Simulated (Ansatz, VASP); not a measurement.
**Two plane-wave programs on WC**

Contents of INCAR:

```
  PREC = Accurate
  ENCUT = 520
  EDIFF = 1E-7
  ISMEAR = 0
  SIGMA = 0.1
  LREAL = False
  LASPH = True
  NELM = 100
  ALGO = Normal
  ISIF = 2
  LWAVE = False
  LCHARG = False
  GGA = PS
  NBANDS = 16
```

File KPOINTS:

```
Automatic mesh
0
Gamma
  18 18 14
```

File POSCAR:

```
WC
1.0
    2.9065000000      0.0000000000      0.0000000000
   -1.4532500000      2.5171028361      0.0000000000
    0.0000000000      0.0000000000      2.8366000000
W C
1 1
Direct
    0.0000000000      0.0000000000      0.0000000000
    0.6666666667      0.3333333333      0.5000000000
```

Input for Ansatz:

```yaml
crystal:
  lattice:
    - [2.9065, 0.0, 0.0]
    - [-1.45325, 2.5171028361, 0.0]
    - [0.0, 0.0, 2.8366]
  atoms:
    - { symbol: W, position: [0.0, 0.0, 0.0] }
    - { symbol: C, position: [0.6666666667, 0.3333333333, 0.5] }
basis:
  ecutwfc: 420
kpoints:
  mp_grid: { grid: [18, 18, 14] }
hamiltonian:
  xc: pbesol
scf:
  occupations: { method: gaussian, width: 0.1 }
output:
  forces: true
  stress: true
  eigenvalues: true
  populations: true
```

Alike in both runs: task single point; functional PBEsol; k mesh 18 × 18 × 14; occupations gaussian, width 0.1 eV; no spin polarisation.

|  | VASP | Ansatz |
| --- | --- | --- |
| version | VASP 6.6.1 | Ansatz 0.2.0 |
| potentials or method | VASP PAW PBE potentials, release 64 (W_sv, C), cutoff 520 eV | scalar-relativistic, plane waves, PAW |
| valence electrons in the cell | 18 | 18 |

Ansatz gave:

| Property | Result |
| --- | --- |
| gap on the k mesh at the Fermi level (eV) | none |
| pressure (GPa) | -3.5 |
| traceless stress, the component that is largest in VASP (GPa) | -0.53 |

**Question.** Estimate VASP's values.

**Answer.** gap on the k mesh at the Fermi level (eV): none; pressure (GPa): -2.3; traceless stress, the component that is largest in VASP (GPa): -0.31.

VASP's potentials were made for PBE, not for PBEsol. A gap of «none» marks a metal or a gap that the smearing closes.

Spin-orbit coupling is off throughout.
